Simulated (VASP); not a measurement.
# Sn: single point with PBEsol

The system is Sn.

```
CELL_PARAMETERS angstrom
0.00000 2.36783 2.36783
2.36783 0.00000 2.36783
2.36783 2.36783 0.00000
ATOMIC_POSITIONS crystal
Sn 0.00000 0.00000 0.00000
```

```json
{
  "Program": "VASP 6.6.1",
  "Task": "single point",
  "Functional": "PBEsol",
  "Potentials or basis": "VASP PAW PBE potentials, release 64 (Sn_d)",
  "Cutoff": "520 eV",
  "k mesh": "11 × 11 × 11",
  "Occupations": "fermi-dirac, width 0.1 eV",
  "Spin": "no spin polarisation",
  "Dipole correction": "no",
  "Further INCAR settings": "ALGO = Normal; EDIFF = 1e-06; NBANDS = 13"
}
```

```json
{
  "Pressure": "-0.1 GPa",
  "Band gap on the k mesh": "zero (band 7 reaches 16.15 eV, above the bottom of band 8 at 6.36 eV)"
}
```

Levels at points of the mesh, in eV from the Fermi level:
| k point | band 3 | band 4 | band 5 | band 6 | band 7 | band 8 | band 9 | band 10 | band 11 | band 12 |
| --- | --- | --- | --- | --- | --- | --- | --- | --- | --- | --- |
| (0.00, 0.00, 0.00) | -21.44 | -21.35 | -21.35 | -11.30 | 7.90 | 7.90 | 7.90 | 10.67 | 12.02 | 12.02 |

It took 13 s on 1 thread of Intel(R) Xeon(R) Platinum 8259CL CPU @ 2.50GHz (Skylake/Cascade Lake), on a shared host, peak memory 0.16 GiB.

Caveat: the PAW data sets were made with another functional, which shifts forces and pressure a little; spin-orbit coupling is left out, which moves the levels of the heavy elements.
